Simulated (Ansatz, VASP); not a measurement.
**One calculation of Sb, two programs**

```
Sb
1.0
     0.17336    2.38853    2.49587
     2.41731    0.06469    2.60454
     2.32045    2.40035    0.16154
Sb
1
Direct
  0.00000 0.00000 0.00000
```

Change from the starting cell: cell sheared at random, sigma 0.03, atoms nudged by 0.01 Å.

Alike in both runs: task relaxation of cell and atoms; functional PBEsol-based global hybrid with a share of 0.25 of exact exchange; k mesh 5 × 5 × 5; occupations fermi-dirac, width 0.05 eV; no spin polarisation.

```csv
,VASP,Ansatz
version,VASP 6.6.1,Ansatz 0.2.0
potentials or method,"VASP PAW PBE potentials, release 64 (Sb)",Ansatz PAW
plane-wave cutoff (eV),600,420
valence electrons in the cell,5,15
```

|  | VASP | Ansatz | Ansatz less VASP |
| --- | --- | --- | --- |
| gap on the k mesh at the Fermi level, each at its own relaxed structure (eV) | none | none | - |
| relaxed volume (Å³/atom) | 25.43 | 26.04 | +0.610 |
| relaxed length of the cell vector where the two differ most in proportion (Å) | 3.521 | 3.593 | +0.0716 |

VASP's potentials were made for PBE, not for PBEsol-based global hybrid. A gap of «none» marks a metal or a gap that the smearing closes. VASP's potentials hold 5 valence electrons a cell and Ansatz's 15, so a difference there can come from the potentials and not from the codes.

The k mesh is coarse, so the values compare programs but aren't converged. Neither program's run includes spin-orbit coupling. Noted on Ansatz's run: the plane-wave basis is chosen anew once the cell has moved, so the energies of steps on either side of that aren't comparable.
